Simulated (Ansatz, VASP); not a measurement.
One calculation of RbCl, two programs

```
CELL_PARAMETERS angstrom
0.00000 3.30642 3.30642
3.30642 0.00000 3.30642
3.30642 3.30642 0.00000
ATOMIC_POSITIONS crystal
Rb 0.00000 0.00000 0.00000
Cl 0.50000 0.50000 0.50000
```

Alike in both runs: functional r2SCAN; k mesh 6 × 6 × 6; no spin polarisation.

Ansatz relaxed the structure, and its values are those at the end. VASP's run is a single point on that final structure, the one shown.

|  | VASP | Ansatz |
| --- | --- | --- |
| version | VASP 6.6.1 | Ansatz 0.2.0 |
| potentials or method | VASP PAW PBE potentials, release 64 (Rb_sv, Cl) | plane waves, PAW |
| plane-wave cutoff (eV) | 550 | 500 |
| occupations | gaussian, width 0.01 eV | fixed |
| valence electrons in the cell | 16 | 16 |

|  | VASP | Ansatz | Ansatz less VASP |
| --- | --- | --- | --- |
| pressure (GPa) | 0.0 | 0.0 | -0.01 |

VASP's potentials were made for PBE, not for r2SCAN.
